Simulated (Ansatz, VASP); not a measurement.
**Two plane-wave programs on RuS**

INCAR

```
SYSTEM = RuS
PREC = Accurate
ENCUT = 520
EDIFF = 1E-6
ISMEAR = 0
SIGMA = 0.05
LREAL = .False.
LASPH = .True.
NELM = 80
ALGO = Normal
ISIF = 2
LWAVE = .False.
LCHARG = .False.
GGA = CA
NBANDS = 17
```

KPOINTS

```
Automatic mesh
0
Gamma
  10 10 10
  0 0 0
```

The input POSCAR:

```
RuS
1.0
    0.0000000000      2.6005202394      2.6005202394
    2.6005202394      0.0000000000      2.6005202394
    2.6005202394      2.6005202394      0.0000000000
Ru S
1 1
Direct
    0.0000000000      0.0000000000      0.0000000000
    0.2500000000      0.2500000000      0.2500000000
```

Input for Ansatz:

```yaml
crystal:
  lattice:
    - [0.0, 2.6005202394, 2.6005202394]
    - [2.6005202394, 0.0, 2.6005202394]
    - [2.6005202394, 2.6005202394, 0.0]
  atoms:
    - { symbol: Ru, position: [0.0, 0.0, 0.0] }
    - { symbol: S, position: [0.25, 0.25, 0.25] }
basis:
  ecutwfc: 420
  ecutrho_ratio: 4
kpoints:
  mp_grid: { grid: [10, 10, 10] }
hamiltonian:
  xc: lda
scf:
  occupations: { method: gaussian, width: 0.05 }
output:
  forces: true
  stress: true
  eigenvalues: true
  populations: true
```

Alike in both runs: task single point; functional LDA; k mesh 10 × 10 × 10; occupations gaussian, width 0.05 eV; no spin polarisation.

|  | VASP | Ansatz |
| --- | --- | --- |
| version | VASP 6.6.1 | Ansatz 0.2.0 |
| potentials or method | VASP PAW LDA potentials, release 64 (Ru_pv, S), cutoff 520 eV | scalar-relativistic, plane waves, PAW |
| valence electrons in the cell | 20 | 22 |

|  | VASP | Ansatz | Ansatz less VASP |
| --- | --- | --- | --- |
| gap on the k mesh at the Fermi level (eV) | none | none | - |
| pressure (GPa) | -8.5 | -8.7 | -0.13 |

LDA's correlation is that of Perdew and Zunger in VASP and of Perdew and Wang (1992) in Ansatz. A gap of «none» marks a metal or a gap that the smearing closes. VASP's potentials hold 20 valence electrons a cell and Ansatz's 22, so a difference there can come from the potentials and not from the codes.
